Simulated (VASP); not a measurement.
Wanted: the native input for a VASP 6.6.1 run.

```
Task                   : single point
Functional             : PBE
Potentials or basis    : VASP PAW PBE potentials, release 64 (Pb_d, N, H)
Cutoff                 : 520 eV
k mesh                 : 1 × 1 × 1
Occupations            : gaussian, width 0.01 eV
Spin                   : no spin polarisation
Dipole correction      : no
Further INCAR settings : ALGO = Normal; EDIFF = 1e-07; NBANDS = 23
```

The structure of PbN2H4 lies in POSCAR:

```
H4PbN2
1.0
    9.5200000000      0.0000000000      0.0000000000
    0.0000000000     11.4800000000      0.0000000000
    0.0000000000      0.0000000000     14.0700000000
Pb N H
1 2 4
Direct
    0.5080336100      0.3919860600      0.5009140000
    0.4726890800      0.5210383300      0.6101279300
    0.5269716400      0.5210461700      0.3898237400
    0.4835588200      0.6084477400      0.6001265100
    0.4812111300      0.5017230000      0.6805095900
    0.5195630300      0.4994634100      0.3198294200
    0.5030514700      0.6067735200      0.3989196900
```

The input as run:

INCAR

```
SYSTEM = H4PbN2
ALGO = Normal ; EDIFF = 1E-7
ENCUT = 520 ; GGA = PE
ISIF = 2 ; ISMEAR = 0
LASPH = .TRUE. ; LCHARG = .FALSE.
LREAL = .FALSE. ; LWAVE = .FALSE.
NBANDS = 23 ; NELM = 100
PREC = Accurate ; SIGMA = 0.01
```

KPOINTS

```
k-points
0
G
  1 1 1
  0 0 0
```

Potentials or basis: VASP PAW PBE potentials, release 64 (Pb_d, N, H).

Run with:

```bash
$ cat potpaw_PBE.64/Pb_d/POTCAR potpaw_PBE.64/N/POTCAR potpaw_PBE.64/H/POTCAR > POTCAR
$ mpirun -np 1 vasp_gam > vasp.out
```

It gave:

The largest force is 0.168 eV/Å. The gap between the frontier levels is 2.97 eV.

Caveat: spin-orbit coupling is left out, which moves the levels of the heavy elements.

It took 2.7 min on 1 thread of Oxide Virtual Turin-like Processor (shared host), peak memory 1.1 GiB.
